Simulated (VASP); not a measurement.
The system is CdS.

```
Cd S
1.0
     0.00000    2.56369    2.56369
     2.56369    0.00000    2.56369
     2.56369    2.56369    0.00000
Cd S
1 1
Direct
  0.00000 0.00000 0.00000
  0.50000 0.50000 0.50000
```

Base run:

| Property | Result |
| --- | --- |
| Program | VASP 6.6.1 |
| Functional | LDA |
| Potentials or basis | VASP PAW LDA potentials, release 64 (Cd_sv_GW, S) |
| Cutoff | 540 eV |
| k mesh | 16 × 16 × 16 |
| Occupations | fermi-dirac, width 0.08 eV |
| Spin | no spin polarisation |

Its results: band gap on the k mesh zero (band 13 reaches 7.20 eV, above the bottom of band 14 at 7.12 eV); pressure 13.7 GPa.

**Question.** The run is repeated on the same cell with these changes: potentials or basis from VASP PAW LDA potentials, release 64 (Cd_sv_GW, S) to VASP PAW LDA potentials, release 64 (Cd, S); cutoff from 540 eV to 520 eV; further incar settings from ALGO = Normal; EDIFF = 1e-06; NBANDS = 20 to ALGO = Normal; EDIFF = 1e-06; NBANDS = 16; valence electrons from 26 to 18. What comes out?

**Answer.** Band gap on the k mesh zero (band 9 reaches 5.00 eV, above the bottom of band 10 at 4.91 eV); pressure 16.3 GPa.
